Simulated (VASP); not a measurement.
Here is a VASP 6.6.1 calculation.

File INCAR:

```
SYSTEM = C
PREC     = Accurate       ! precision mode
ENCUT    = 600            ! plane-wave cutoff, eV
EDIFF    = 1E-7           ! SCF threshold, eV
ISMEAR   = -1             ! smearing method
SIGMA    = 0.02           ! smearing width, eV
LREAL    = .FALSE.        ! projectors in reciprocal space
LASPH    = .TRUE.         ! aspherical terms in the spheres
NELM     = 80             ! most SCF steps
ALGO     = Normal         ! electronic algorithm
ISIF     = 3              ! what is computed and relaxed
LWAVE    = .FALSE.        ! write WAVECAR
LCHARG   = .FALSE.        ! write CHGCAR
GGA      = PE             ! functional
IBRION   = 2              ! ionic algorithm
NSW      = 80             ! ionic steps
EDIFFG   = -0.005         ! ionic threshold
```

KPOINTS

```
Automatic mesh
0
G
  12 12 6
  0 0 0
```

File POSCAR:

```
C
1.0
    2.4821496060      0.0000000000      0.0000000000
   -1.2410748030      2.1496046148      0.0000000000
    0.0000000000      0.0000000000      4.0533503066
C
4
Direct
    0.3333333333      0.6666666667      0.0000000000
    0.6666666667      0.3333333333      0.5000000000
    0.3333333333      0.6666666667      0.3750000000
    0.6666666667      0.3333333333      0.8750000000
```

Potentials or basis: VASP PAW PBE potentials, release 64 (C).

Command:

```bash
$ cat potpaw_PBE.64/C/POTCAR > POTCAR
$ mpirun -np 1 vasp_std > vasp.out
```

Question: What does it give for the band gap on the k mesh?

Answer: 3.34 eV, indirect (least direct gap 4.96 eV).

Question: Estimate the space group after relaxing (to 0.05 Å).

Answer: P6_3/mmc (No. 194).

Question: What does it give for the relaxed volume?

Answer: 5.71 Å³/atom.

Question: Predict the relaxed cell.

Answer: a = 2.512 Å, b = 2.512 Å, c = 4.181 Å, α = 90.00°, β = 90.00°, γ = 120.00°.

Forces on the atoms (eV/Å):
```
C    0.000  0.000 -0.003
C    0.000  0.000 -0.003
C    0.000  0.000  0.003
C    0.000  0.000  0.003
```

A k mesh can miss the band edges. PBE gaps usually lie below the measured ones, often by a third to a half.
